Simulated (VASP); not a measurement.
Input of a VASP 6.6.1 run:

POSCAR

```
PbSe
1.0
    0.0000000000      3.0887022195      3.0887022195
    3.0887022195      0.0000000000      3.0887022195
    3.0887022195      3.0887022195      0.0000000000
Pb Se
1 1
Direct
    0.0000000000      0.0000000000      0.0000000000
    0.5000000000      0.5000000000      0.5000000000
```

The input INCAR.step1:

```
PREC = Accurate
ENCUT = 520
ISMEAR = 0
SIGMA = 0.01
LREAL = F
LASPH = T
NELM = 100
NBANDS = 17
GGA = PE
ALGO = Normal
EDIFF = 1E-4
LWAVE = T
LCHARG = F
```

Contents of INCAR.step2:

```
PREC = Accurate
ENCUT = 520
EDIFF = 1E-7
ISMEAR = 0
SIGMA = 0.01
LREAL = F
LASPH = T
NELM = 100
ALGO = Normal
ISIF = 2
LWAVE = F
LCHARG = F
METAGGA = R2SCAN
LMIXTAU = T
NBANDS = 17
ISTART = 1
```

The input KPOINTS:

```
Automatic mesh
0
Gamma
  8 8 8
```

Potentials or basis: VASP PAW PBE potentials, release 64 (Pb_d, Se).

Launch:

```console
$ cat potpaw_PBE.64/Pb_d/POTCAR potpaw_PBE.64/Se/POTCAR > POTCAR
$ cp INCAR.step1 INCAR
$ mpirun -np 1 vasp_std > vasp.out
$ cp INCAR.step2 INCAR
$ mpirun -np 1 vasp_std > vasp.out
```

Problem. What does it give for the band gap on the k mesh?

Solution. 0.67 eV, direct.

Problem. Predict the pressure.

Solution. 0.0 GPa.

Caveat: the PAW data sets were made with another functional, which shifts forces and pressure a little; spin-orbit coupling is left out, which moves the levels of the heavy elements. A k mesh can miss the band edges.
